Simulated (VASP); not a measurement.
# CuO (P1) in VASP: a series of runs

CuO is run at these levels: PBE; tasks: single point.

All numbers are computed with VASP 6.6.1; they aren't measurements. Logs are shortened: lines on timing, memory, paths and dates and some standing lists are left out, and cuts for length are marked.

## Step 1: The cell of the first run

The typed cell holds 4 atoms: a = 3.013 Å, b = 3.013 Å, c = 5.219 Å, α = 73.22°, β = 73.22°, γ = 60.00°.

## Step 2: Single point, PBE (9.67 Å³/atom)

INCAR reads:

```
SYSTEM = CuO
PREC = Accurate ; ENCUT = 520
EDIFF = 1E-6 ; ISMEAR = -1
SIGMA = 0.05 ; LREAL = .FALSE.
LASPH = .TRUE. ; NELM = 60
ALGO = Normal ; ISIF = 2
LWAVE = .FALSE. ; LCHARG = .TRUE.
GGA = PE ; LELF = .TRUE.
LVHAR = .TRUE. ; NBANDS = 25
```

KPOINTS reads:

```
regular mesh
0
G
  10 10 6
  0 0 0
```

POSCAR reads:

```
CuO
1.0
    0.0000000000     -2.1305773621     -2.1305773621
   -2.1305773621      0.0000000000     -2.1305773621
    2.1305773621      2.1305773621     -4.2611547243
Cu O
2 2
Direct
    0.5038875400      0.4769880100      0.4880064000
    0.0038875400      0.9769880100      0.9880064000
    0.7461124600      0.7730119900      0.7619936000
    0.2461124600      0.2730119900      0.2619936000
```

Potentials or basis: VASP PAW PBE potentials, release 64 (Cu, O).

The run is started by

```
$ cat potpaw_PBE.64/Cu/POTCAR potpaw_PBE.64/O/POTCAR > POTCAR
$ mpirun -np 1 vasp_std > vasp.out
```

OUTCAR:

```text
SYSTEM = CuO
   PREC = Accurate
   ENCUT = 520
   EDIFF = 1E-6
   ISMEAR = -1
   LREAL = .FALSE.
   LASPH = .TRUE.
   NELM = 60
   ISIF = 2
   GGA = PE

 ion  position               nearest neighbor table
   1  0.504  0.477  0.488-   4 1.95   4 2.07   3 2.09   4 2.19   3 2.21   3 2.32
   2  0.004  0.977  0.988-   3 1.95   3 2.07   4 2.09   3 2.19   4 2.21   4 2.32
   3  0.746  0.773  0.762-   2 1.95   2 2.07   1 2.09   2 2.19   1 2.21   1 2.32
   4  0.246  0.273  0.262-   1 1.95   1 2.07   2 2.09   1 2.19   2 2.21   2 2.32

  LATTYP: Found a trigonal (rhomboedric) cell.
 ALAT       =     5.2188273947
 COS(alpha) =     0.8333333333

  Lattice vectors:

 A1 = (   2.1305773621,   4.2611547242,  -2.1305773622)
 A2 = (   4.2611547242,   2.1305773621,  -2.1305773622)
 A3 = (   2.1305773621,   2.1305773621,  -4.2611547243)

Analysis of symmetry for initial positions (statically):
=====================================================================
 Subroutine PRICEL returns following result:

  LATTYP: Found a face centered cubic cell.
 ALAT       =     4.2611547242

  Lattice vectors:

 A1 = (   0.0000000000,  -2.1305773621,   2.1305773621)
 A2 = (   2.1305773621,  -2.1305773621,  -0.0000000000)
 A3 = (   2.1305773621,   0.0000000000,   2.1305773621)

   2 primitive cells build up your supercell.

 Routine SETGRP: Setting up the symmetry group for a
 trigonal (rhombohedral) supercell.

 Subroutine GETGRP returns: Found  1 space group operations
 (whereof  1 operations were pure point group operations)
 out of a pool of 12 trial point group operations.

The static configuration has the point symmetry C_1 .

Analysis of symmetry for dynamics (positions and initial velocities):
=====================================================================
 Subroutine PRICEL returns following result:

  LATTYP: Found a face centered cubic cell.
 ALAT       =     4.2611547242

  Lattice vectors:

 A1 = (   0.0000000000,  -2.1305773621,   2.1305773621)
 A2 = (   2.1305773621,  -2.1305773621,  -0.0000000000)
 A3 = (   2.1305773621,   0.0000000000,   2.1305773621)

   2 primitive cells build up your supercell.

 Routine SETGRP: Setting up the symmetry group for a
 trigonal (rhombohedral) supercell.

 Subroutine GETGRP returns: Found  1 space group operations
 (whereof  1 operations were pure point group operations)
 out of a pool of 12 trial point group operations.

The dynamic configuration has the point symmetry C_1 .

 Subroutine INISYM returns: Found  1 space group operations
 (whereof  1 operations are pure point group operations),
 and found     2 'primitive' translations

----------------------------------------------------------------------------------------

                                     Primitive cell

  volume of cell :      19.3429

  direct lattice vectors                    reciprocal lattice vectors
     0.000000000 -2.130577362  2.130577362    -0.234678172 -0.234678172  0.234678172
     2.130577362 -2.130577362 -0.000000000     0.234678172 -0.234678172 -0.234678172
     2.130577362  0.000000000  2.130577362     0.234678172  0.234678172  0.234678172

  length of vectors
     3.013091401  3.013091401  3.013091401     0.406474517  0.406474517  0.406474517

  position of ions in fractional coordinates (direct lattice)
     0.023987200  0.991893940  0.019124450
     0.476012800  0.508106060  0.480875550

  ion indices of the primitive-cell ions
   primitive index   ion index
                 1           1
                 2           4

----------------------------------------------------------------------------------------

 KPOINTS: regular mesh

Automatic generation of k-mesh.
 Grid dimensions read from file:
 generate k-points for:   10   10    6

 Generating k-lattice:

  Cartesian coordinates                     Fractional coordinates (reciprocal lattice)
     0.011733909 -0.035201726 -0.011733909     0.100000000  0.000000000  0.000000000
    -0.035201726  0.011733909 -0.011733909     0.000000000  0.100000000  0.000000000
     0.019556514  0.019556514 -0.019556514     0.000000000  0.000000000  0.166666667

  Length of vectors
     0.038916972  0.038916972  0.033872876

  Shift w.r.t. Gamma in fractional coordinates (k-lattice)
     0.000000000  0.000000000  0.000000000

 -----------------------------------------------------------------------------
|                                                                             |
|           W    W    AA    RRRRR   N    N  II  N    N   GGGG   !!!           |
|           W    W   A  A   R    R  NN   N  II  NN   N  G    G  !!!           |
|           W    W  A    A  R    R  N N  N  II  N N  N  G       !!!           |
|           W WW W  AAAAAA  RRRRR   N  N N  II  N  N N  G  GGG   !            |
|           WW  WW  A    A  R   R   N   NN  II  N   NN  G    G                |
|           W    W  A    A  R    R  N    N  II  N    N   GGGG   !!!           |
|                                                                             |
|     Your reciprocal lattice and k-lattice belong to different lattice       |
|     classes:                                                                |
|                                                                             |
|        The reciprocal lattice is rhombohedral (trigonal),                   |
|        whereas your k-lattice is base-centered monoclinic.                  |
|                                                                             |
|     Results are often still useful ...                                      |
|                                                                             |
 -----------------------------------------------------------------------------

 WARNING: IBZKPT: internal override: KBLOWUP is changed to .FALSE.
      ... skipping the blow-up phase ...

 Subroutine IBZKPT returns following result:
 ===========================================

 Found    304 irreducible k-points:

 Following reciprocal coordinates:
            Coordinates               Weight
  0.000000  0.000000  0.000000      1.000000
  0.100000  0.000000  0.000000      2.000000
  0.200000  0.000000  0.000000      2.000000
  0.300000  0.000000  0.000000      2.000000
  0.400000  0.000000  0.000000      2.000000
  0.500000  0.000000  0.000000      1.000000
[... 16 lines left out ...]
 -0.400000  0.200000  0.000000      2.000000
 -0.300000  0.200000  0.000000      2.000000
 [... further k-points ...]
   k-points           NKPTS =    304   k-points in BZ     NKDIM =    304   number of bands    NBANDS=     25
   number of dos      NEDOS =    301   number of ions     NIONS =      4
   total plane-waves  NPLWV =  23040
   dimension x,y,z NGX =    24 NGY =   24 NGZ =   40
   dimension x,y,z NGXF=    48 NGYF=   48 NGZF=   80
   ions per type =               2   2
   NGX,Y,Z   is equivalent  to a cutoff of  13.24, 13.24, 12.74 a.u.
   NGXF,Y,Z  is equivalent  to a cutoff of  26.48, 26.48, 25.48 a.u.
 SYSTEM =  CuO
   PREC   = accura    normal or accurate (medium, high low for compatibility)
   ISTART =      0    job   : 0-new  1-cont  2-samecut
   ICHARG =      2    charge: 1-file 2-atom 10-const
   ISPIN  =      1    spin polarized calculation?
   LNONCOLLINEAR =      F non collinear calculations
   LSORBIT =      F    spin-orbit coupling
   LASPH  =      T    aspherical Exc in radial PAW
   ENCUT  =  520.0 eV  38.22 Ry    6.18 a.u.   5.60  5.60  9.70*2*pi/ulx,y,z
   NELM   =     60;   NELMIN=  2; NELMDL= -5     # of ELM steps
   EDIFF  = 0.1E-05   stopping-criterion for ELM
   LREAL  =      F    real-space projection
   EDIFFG = 0.1E-04   stopping-criterion for IOM
   NSW    =      0    number of steps for IOM
   IBRION =     -1    ionic relax: 0-MD 1-quasi-New 2-CG
   NFREE  =      0    steps in history (QN), initial steepest desc. (CG)
   ISIF   =      2    stress and relaxation
   ISYM   =      2    0-nonsym 1-usesym 2-fastsym
   POTIM  = 0.5000    time-step for ionic-motion
   TEBEG  =    0.0;   TEEND  =   0.0 temperature during run
   PSTRESS=    0.0 pullay stress
   NELECT =      34.0000    total number of electrons
   NUPDOWN=      -1.0000    fix difference up-down
   EMIN   =  10.00;   EMAX   =-10.00  energy-range for DOS
   EFERMI =   0.00;   METHOD = LEGACY
   ISMEAR =    -1;   SIGMA  =   0.05  broadening in eV -4-tet -1-fermi 0-gaus
   EFERMI_NEDOS =   21; number of points for ismear=-14 and -15
   IALGO  =     38    algorithm
   IMIX   =      4    mixing-type and parameters
     AMIX     =   0.40;   BMIX     =  1.00
     AMIX_MAG =   1.60;   BMIX_MAG =  1.00
  volume/ion in A,a.u.               =       9.67        65.27
  Fermi-wavevector in a.u.,A,eV,Ry     =   1.568136  2.963348 33.457430  2.459052
  Thomas-Fermi vector in A             =   2.670212
   LORBIT       =      0    0 simple, 1 ext, 2 COOP (PROOUT), +10 PAW based schemes
   GGA     = PE    functional components
   LHFCALC =     F    Hartree Fock is set to
   AEXX    =    0.0000 exact exchange contribution
   IVDW    =     0    specifies the selected vdW correction
   LEPSILON=     F    determine dielectric tensor
   LRPA    =     F    only Hartree local field effects (RPA)
 non-spin polarized calculation
  energy-cutoff  :      520.00
  volume of cell :       38.69
 maximum number of plane-waves:      1075
 NGX is ok and might be reduce to    24
   NGX = 11   NGY = 11   NGZ = 19

 number of electron      34.0000010 magnetization

 Free energy of the ion-electron system (eV)
  ---------------------------------------------------
  ext. energy  EPLUGINS =         0.00000000
  ---------------------------------------------------
  free energy    TOTEN  =       -18.86065040 eV

  energy without entropy =      -18.83415597  energy(sigma->0) =      -18.84740319

 E-fermi :   5.9641     XC(G=0): -12.2953

 val. band max:        5.9614558115   @ k =  -0.3000   0.2000   0.5000
 cond. band min:       5.9665452688   @ k =  -0.4000   0.1000   0.1667
 fundamental gap:      0.0050894573
 Fermi energy:         5.9640738311

 k-point     1 :       0.0000    0.0000    0.0000
  band No.  band energies     occupation
      1     -13.4817      2.00000
      2     -12.2743      2.00000
      3      -1.3619      2.00000
      4       1.0512      2.00000
      5       1.2189      2.00000
      6       2.5504      2.00000
[... 17 lines left out ...]
     24      23.6428      0.00000
     25      24.1905      0.00000
[... 621 lines left out ...]
      3      -0.4513      2.00000
      4       0.3403      2.00000
      5       0.6159      2.00000
      6       0.9771      2.00000
[... 17 lines left out ...]
     24      17.2874      0.00000
     25      19.6308      0.00000

 [... further k-points ...]

------------------------ aborting loop because EDIFF is reached ----------------------------------------

  FORCE on cell =-STRESS in cart. coord.  units (eV):
  Direction    XX          YY          ZZ          XY          YZ          ZX
  --------------------------------------------------------------------------------------
  -------------------------------------------------------------------------------------
  Total       -0.1083929      0.0576300      1.6886394      0.0478180      0.2264517     -0.1484055
  in kB       -4.4891026      2.3867510     69.9351624      1.9803857      9.3785178     -6.1462295
  external PRESSURE =      22.6109369 kB  Pullay stress =       0.0000000 kB

 VOLUME and BASIS-vectors are now :
 -----------------------------------------------------------------------------
  energy-cutoff  :      520.00
  volume of cell :       38.69
      direct lattice vectors                 reciprocal lattice vectors
     0.000000000 -2.130577362 -2.130577362     0.117339086 -0.352017258 -0.117339086
    -2.130577362  0.000000000 -2.130577362    -0.352017258  0.117339086 -0.117339086
     2.130577362  2.130577362 -4.261154724     0.117339086  0.117339086 -0.117339086

 POSITION                                       TOTAL-FORCE (eV/Angst)
 -----------------------------------------------------------------------------------
      0.02348     -0.03384     -4.16930        -0.207932      0.296416     -1.080400
      0.02348      2.09674     -6.29988        -0.207932      0.296416     -1.080400
     -0.02348      0.03384     -6.48358         0.207932     -0.296416      1.080400
     -0.02348      0.03384     -2.22243         0.207932     -0.296416      1.080400
 -----------------------------------------------------------------------------------
    total drift:                                0.000017     -0.000650      0.000328

  FREE ENERGIE OF THE ION-ELECTRON SYSTEM (eV)
  ---------------------------------------------------
  free  energy   TOTEN  =       -18.8606503981 eV

  energy  without entropy=      -18.8341559741  energy(sigma->0) =      -18.84740319
```

Wall time 4.6 min (1 thread of Intel Xeon 8259CL, shared host); peak memory 0.36 GiB.

Results:

```
Free energy            : -18.8607 eV
Pressure               : 2.3 GPa
Largest force          : 1.139 eV/Å
Band gap on the k mesh : zero (bands 17 and 18 overlap by 1.10 eV)
```

Forces in eV/Å, atoms in the order of the input:
```
Cu  -0.208  0.296 -1.080
Cu  -0.208  0.296 -1.080
O    0.208 -0.296  1.080
O    0.208 -0.296  1.080
```

Caveat: the stress differs along the axes, from -0 to 7 GPa; semilocal functionals often make such compounds metallic where correlation or magnetic order opens a gap, which also shifts bond lengths; forces of over 1 eV/Å act on the atoms, so gaps and moduli don't describe the material at rest. With open d or f shells a metallic result of PBE can be an artefact of self-interaction; +U or a hybrid may open a gap.

## Step 3: Single point, PBE (9.86 Å³/atom)

This run uses another cell than the first one, of 9.86 Å³/atom.

INCAR reads:

```
PREC = Accurate
ENCUT = 520
EDIFF = 1E-6
ISMEAR = -1
SIGMA = 0.05
LREAL = F
LASPH = T
NELM = 80
ALGO = Normal
ISIF = 2
LWAVE = F
LCHARG = F
GGA = PE
NBANDS = 25
```

KPOINTS reads:

```
regular mesh
0
Gamma
  10 10 6
```

POSCAR reads:

```
CuO
1.0
    0.0000000000     -2.1444126677     -2.1444126677
   -2.1444126677      0.0000000000     -2.1444126677
    2.1444126677      2.1444126677     -4.2888253355
Cu O
2 2
Direct
    0.5038875400      0.4769880100      0.4880064000
    0.0038875400      0.9769880100      0.9880064000
    0.7461124600      0.7730119900      0.7619936000
    0.2461124600      0.2730119900      0.2619936000
```

Potentials or basis: VASP PAW PBE potentials, release 64 (Cu, O).

The run is started by

```
$ cat potpaw_PBE.64/Cu/POTCAR potpaw_PBE.64/O/POTCAR > POTCAR
$ mpirun -np 1 vasp_std > vasp.out
```

It took 4.6 min on 1 thread of Intel Xeon 8259CL, shared host; peak memory 0.35 GiB.

It converged, with:

```
Free energy            : -18.8645 eV
Pressure               : -1.1 GPa
Largest force          : 1.038 eV/Å
Band gap on the k mesh : zero (bands 17 and 18 overlap by 1.07 eV)
```

Forces on the atoms (eV/Å):
```
Cu  -0.188  0.268 -0.985
Cu  -0.188  0.268 -0.985
O    0.188 -0.268  0.985
O    0.188 -0.268  0.985
```

Stress tensor (GPa, compression positive):
```
-3.58  0.17 -0.53
 0.17 -2.95  0.81
-0.53  0.81  3.21
```

Levels at points of the mesh, in eV from the Fermi level:
```
           k point  band 13  band 14  band 15  band 16  band 17  band 18  band 19  band 20  band 21  band 22
(0.00, 0.00, 0.00)    -1.52    -1.45    -1.39    -1.09     0.51     0.66     1.24     5.83     9.13    13.65
(0.50, 0.00, 0.00)    -1.51    -1.51    -0.73    -0.73    -0.27    -0.27     6.94     6.94     9.38     9.38
(0.00, 0.50, 0.00)    -1.45    -1.45    -0.60    -0.60    -0.28    -0.28     6.96     6.96     9.31     9.31
(0.50, 0.50, 0.00)    -1.64    -1.63    -1.53    -1.40     0.48     0.63     5.35     5.84     9.13    10.62
(0.00, 0.00, 0.50)    -1.79    -1.79    -0.16    -0.16    -0.04    -0.04     4.01     4.01    11.84    11.84
(0.50, 0.00, 0.50)    -1.60    -1.59    -1.45    -1.41     0.45     0.57     5.40     5.86     9.14    10.41
(0.00, 0.50, 0.50)    -1.60    -1.57    -1.45    -1.35     0.66     0.70     5.40     5.78     9.12    10.39
(0.50, 0.50, 0.50)    -1.52    -1.52    -0.72    -0.72    -0.41    -0.41     6.92     6.92     9.48     9.48
```

Caveat: the stress differs along the axes, from -4 to 3 GPa; semilocal functionals often make such compounds metallic where correlation or magnetic order opens a gap, which also shifts bond lengths; forces of over 1 eV/Å act on the atoms, so gaps and moduli don't describe the material at rest. With open d or f shells a metallic result of PBE can be an artefact of self-interaction; +U or a hybrid may open a gap.

(Continued in part 2 of 2.)
